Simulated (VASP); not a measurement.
A run of VASP 6.6.1:

The input INCAR:

```
SYSTEM = TiAl3
PREC     = Accurate       ! precision mode
ENCUT    = 520            ! plane-wave cutoff, eV
EDIFF    = 1E-7           ! SCF threshold, eV
ISMEAR   = 0              ! smearing method
SIGMA    = 0.1            ! smearing width, eV
LREAL    = .FALSE.        ! projectors in reciprocal space
LASPH    = .TRUE.         ! aspherical terms in the spheres
NELM     = 80             ! most SCF steps
ALGO     = Fast           ! electronic algorithm
ISIF     = 2              ! what is computed and relaxed
LWAVE    = .FALSE.        ! write WAVECAR
LCHARG   = .FALSE.        ! write CHGCAR
GGA      = PE             ! functional
NBANDS   = 18             ! bands
```

Contents of KPOINTS:

```
regular mesh
0
G
  16 16 16
  0 0 0
```

File POSCAR:

```
TiAl3
1.0
   -1.9417110380      1.9417110380      4.3540947488
    1.9417110380     -1.9417110380      4.3540947488
    1.9417110380      1.9417110380     -4.3540947488
Ti Al
1 3
Direct
    0.0000000000      0.0000000000      0.0000000000
    0.5000000000      0.5000000000      0.0000000000
    0.7500000000      0.2500000000      0.5000000000
    0.2500000000      0.7500000000      0.5000000000
```

Potentials or basis: VASP PAW PBE potentials, release 64 (Ti_sv, Al).

Command:

```console
$ cat potpaw_PBE.64/Ti_sv/POTCAR potpaw_PBE.64/Al/POTCAR > POTCAR
$ mpirun -np 1 vasp_std > vasp.out
```

Hardware: 1 thread of Intel Xeon 8259CL (shared host).

Task: Estimate the wall time of this run.

Result: Wall time 47 min on 1 thread of Intel Xeon 8259CL (shared host), peak memory 0.55 GiB. Counts: scf iterations 42, k points 349.
